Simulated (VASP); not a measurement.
Si, 1 atom in the cell. The structure is hexagonal, space group P6/mmm (No. 191). The conventional cell has a = 2.527 Å, b = 2.527 Å, c = 2.373 Å, α = 90.00°, β = 90.00°, γ = 120.00°. Within 3.1 Å of Si (site symmetry 6/mmm) lie 8 Si at 2.37 to 2.53 Å. This isn't the form of Si at room conditions, which is diamond.

```yaml
Program: VASP 6.6.1
Task: single point
Functional: LDA
Potentials_or_basis: VASP PAW LDA potentials, release 64 (Si)
Cutoff: 500 eV
k_mesh: 13 × 13 × 12
Occupations: methfessel-paxton, width 0.1 eV
Spin: no spin polarisation
Dipole_correction: no
Further_INCAR_settings: ALGO = Normal; EDIFF = 1e-06; NBANDS = 8
```

Potentials or basis: VASP PAW LDA potentials, release 64 (Si).

Launch:

```sh
$ cat potpaw_LDA.64/Si/POTCAR > POTCAR
$ mpirun -np 1 vasp_std > vasp.out
```

Hardware: 1 thread of Intel Xeon 8259CL, on a shared host.

Q: Estimate the wall time of this run.

A: It took 10 s on 1 thread of Intel Xeon 8259CL, on a shared host, peak memory 0.11 GiB. Counts: scf iterations 10, k points 147.
